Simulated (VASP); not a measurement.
Write the native input for VASP 6.6.1 that does the following.

| Item | Value |
| --- | --- |
| Task | single point |
| Functional | RPBE |
| Potentials or basis | VASP PAW PBE potentials, release 64 (Rb_sv) |
| Cutoff | 520 eV |
| k mesh | 8 × 8 × 8 |
| Occupations | fermi-dirac, width 0.1 eV |
| Spin | no spin polarisation |
| Dipole correction | no |
| Further INCAR settings | ALGO = Normal; EDIFF = 1e-06; NBANDS = 10 |

The structure of Rb lies in POSCAR:

```
Rb
1.0
    4.7160153430      0.0000000000      0.0000000000
    0.0000000000      4.7160153430      0.0000000000
    0.0000000000      0.0000000000      4.7160153430
Rb
1
Direct
    0.0000000000      0.0000000000      0.0000000000
```

This isn't the form of Rb at room conditions, which is bcc.

These files were run (other wordings do the same):

INCAR

```
PREC     = Accurate       # precision mode
ENCUT    = 520            # plane-wave cutoff, eV
EDIFF    = 1E-6           # SCF threshold, eV
ISMEAR   = -1             # smearing method
SIGMA    = 0.1            # smearing width, eV
LREAL    = False          # projectors in reciprocal space
LASPH    = True           # aspherical terms in the spheres
NELM     = 100            # most SCF steps
ALGO     = Normal         # electronic algorithm
ISIF     = 2              # what is computed and relaxed
LWAVE    = False          # write WAVECAR
LCHARG   = False          # write CHGCAR
GGA      = RP             # functional
NBANDS   = 10             # bands
```

KPOINTS

```
Automatic mesh
0
Gamma
  8 8 8
```

Potentials or basis: VASP PAW PBE potentials, release 64 (Rb_sv).

Command:

```bash
$ cat potpaw_PBE.64/Rb_sv/POTCAR > POTCAR
$ mpirun -np 1 vasp_std > vasp.out
```

Results of the run:

- Pressure: 0.1 GPa
- Band gap on the k mesh: zero (an odd number of electrons rules out a gap without spin polarisation)

Caveat: the PAW data sets were made with another functional, which shifts forces and pressure a little.

Run time: 18 s on 1 thread of Intel(R) Xeon(R) Platinum 8488C (Sapphire Rapids), on a shared host, peak memory 0.21 GiB.
